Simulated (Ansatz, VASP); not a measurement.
## SnSe2 in VASP and in Ansatz

```
Sn Se
1.0
     3.87758    0.00000    0.00000
    -1.93879    3.35808    0.00000
     0.00000    0.00000    6.24320
Sn Se
1 2
Cartesian
  0.0000 0.0000 0.0000
  0.0000 2.2387 1.5546
  1.9388 1.1194 4.6886
```

Alike in both runs: task single point; functional PBEsol; k mesh 12 × 12 × 4; no spin polarisation.

```csv
,VASP,Ansatz
version,VASP 6.6.1,Ansatz 0.2.0
potentials or method,"VASP PAW PBE potentials, release 64 (Sn_d, Se), cutoff 520 eV","plane waves, PAW"
occupations,"gaussian, width 0.01 eV",fixed
valence electrons in the cell,26,46
```

VASP gave:

```
pressure (GPa)                                                : -0.9
traceless stress, the component that is largest in VASP (GPa) : 1.32
```

Which values does Ansatz return?

Pressure (GPa): -1.0; traceless stress, the component that is largest in VASP (GPa): 1.32.

VASP's potentials were made for PBE, not for PBEsol. VASP's potentials hold 26 valence electrons a cell and Ansatz's 46, so a difference there can come from the potentials and not from the codes.
